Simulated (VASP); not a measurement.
Wanted: the native input for a VASP 6.6.1 run.

```yaml
Task: single point
Functional: RPBE
Dispersion: D4
Potentials_or_basis: VASP PAW PBE potentials, release 64 (Hf_pv, O)
Cutoff: 520 eV
k_mesh: 5 × 6 × 5
Occupations: fermi-dirac, width 0.05 eV
Spin: no spin polarisation
Dipole_correction: no
Further_INCAR_settings: ALGO = Normal; EDIFF = 1e-07; NBANDS = 56
```

The structure of HfO2 lies in POSCAR:

```
HfO2
1.0
    5.1489214240      0.0000000000      0.0000000000
    0.0000000000      4.9371234566      0.0000000000
    0.0000000000      0.0000000000      4.9646674546
Hf O
4 8
Direct
    0.9669940000      0.7325208200      0.7414403500
    0.5330060000      0.7325208200      0.2414403500
    0.4669940000      0.2674791800      0.7414403500
    0.0330060000      0.2674791800      0.2414403500
    0.6321274500      0.9286454000      0.8792672600
    0.8678725500      0.9286454000      0.3792672600
    0.2339485200      0.5398830500      0.4922923900
    0.2660514800      0.5398830500      0.9922923900
    0.7660514800      0.4601169500      0.9922923900
    0.7339485200      0.4601169500      0.4922923900
    0.1321274500      0.0713546000      0.8792672600
    0.3678725500      0.0713546000      0.3792672600
```

One way to write it, as run:

INCAR

```
ALGO = Normal
EDIFF = 1E-7
ENCUT = 520
GGA = RP
ISIF = 2
ISMEAR = -1
IVDW = 13
LASPH = T
LCHARG = T
LELF = T
LREAL = F
LVHAR = T
LWAVE = F
NBANDS = 56
NELM = 80
PREC = Accurate
SIGMA = 0.05
```

KPOINTS

```
k-points
0
Gamma
  5 6 5
```

Potentials or basis: VASP PAW PBE potentials, release 64 (Hf_pv, O).

The run is started by

```bash
$ cat potpaw_PBE.64/Hf_pv/POTCAR potpaw_PBE.64/O/POTCAR > POTCAR
$ mpirun -np 1 vasp_std > vasp.out
```

It gave:

```yaml
Pressure: 14.9 GPa
Largest_force: 0.232 eV/Å
Band_gap_on_the_k_mesh: 4.66 eV (least direct gap 4.85 eV)
Dispersion_energy_per_atom: -0.434 eV
```

Caveat: the cell stands under pressure; the PAW data sets were made with another functional, which shifts forces and pressure a little; spin-orbit coupling is left out, which moves the levels of the heavy elements.

It took 2.8 min on 1 thread of Intel(R) Xeon(R) Platinum 8488C (Sapphire Rapids) (shared host), peak memory 0.34 GiB.
